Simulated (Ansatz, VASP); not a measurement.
**Li4Si2C3: VASP beside Ansatz**

```
CELL_PARAMETERS angstrom
0.00000 4.26022 4.31121
3.38242 0.00000 4.31121
3.38242 4.26022 0.00000
ATOMIC_POSITIONS crystal
Li 0.12883 0.51198 0.57268
Li 0.78651 0.57268 0.51198
Li 0.51198 0.12883 0.78651
Li 0.57268 0.78651 0.12883
Si 0.89849 0.10151 0.10151
Si 0.10151 0.89849 0.89849
C 0.25000 0.25000 0.25000
C 0.38632 0.38632 0.61368
C 0.61368 0.61368 0.38632
```

Alike in both runs: task single point; functional PBE; k mesh 4 × 4 × 4; occupations gaussian, width 0.1 eV; collinear spin.

|  | VASP | Ansatz |
| --- | --- | --- |
| version | VASP 6.6.1 | Ansatz 0.2.0 |
| potentials or method | VASP PAW PBE potentials, release 64 (Li_sv, Si, C), cutoff 520 eV | scalar-relativistic, plane waves, PAW |
| valence electrons in the cell | 32 | 32 |

```csv
,VASP,Ansatz,Ansatz less VASP
gap on the k mesh at the Fermi level (eV),none,none,-
rms of the force components (eV/Å),17.948,17.744,-0.2047
net moment per atom (μB),0.16,0.16,0.000
size of the moment on the site where the two differ most (μB),0.59,0.81,+0.222
```

Site moments also hang on the region over which each program counts them. Atom by atom the forces differ by 0.221 eV/Å (rms over components). A gap of «none» marks a metal or a gap that the smearing closes. With one functional, cell and mesh, what is left measures potentials, basis and numerics.

Noted on VASP's run: the cutoff is under 1.25 times that of the potentials, so the pressure is a little rough.
